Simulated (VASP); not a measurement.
A run of VASP 6.6.1 is set up as follows.

The input INCAR:

```
  ALGO = Normal
  EDIFF = 1E-6
  ENCUT = 520
  GGA = CA
  ISIF = 2
  ISMEAR = 0
  LASPH = T
  LCHARG = F
  LREAL = F
  LWAVE = F
  NBANDS = 16
  NELM = 60
  PREC = Accurate
  SIGMA = 0.05
```

KPOINTS

```
k-points
0
Gamma
  12 12 4
```

File POSCAR:

```
BN
1.0
    2.4256901463      0.0000000000      0.0000000000
   -1.2128450732      2.1007092884      0.0000000000
    0.0000000000      0.0000000000      7.0981896195
B N
2 2
Direct
    0.3333333333      0.6666666667      0.2500000000
    0.6666666667      0.3333333333      0.7500000000
    0.3333333333      0.6666666667      0.7500000000
    0.6666666667      0.3333333333      0.2500000000
```

Potentials or basis: VASP PAW LDA potentials, release 64 (B, N).

Run with:

```sh
$ cat potpaw_LDA.64/B/POTCAR potpaw_LDA.64/N/POTCAR > POTCAR
$ mpirun -np 1 vasp_std > vasp.out
```

(1) Estimate the band gap on the k mesh.

(2) What does it give for the pressure?

Results:

(1) 4.33 eV, indirect (least direct gap 4.75 eV).

(2) 19.9 GPa.
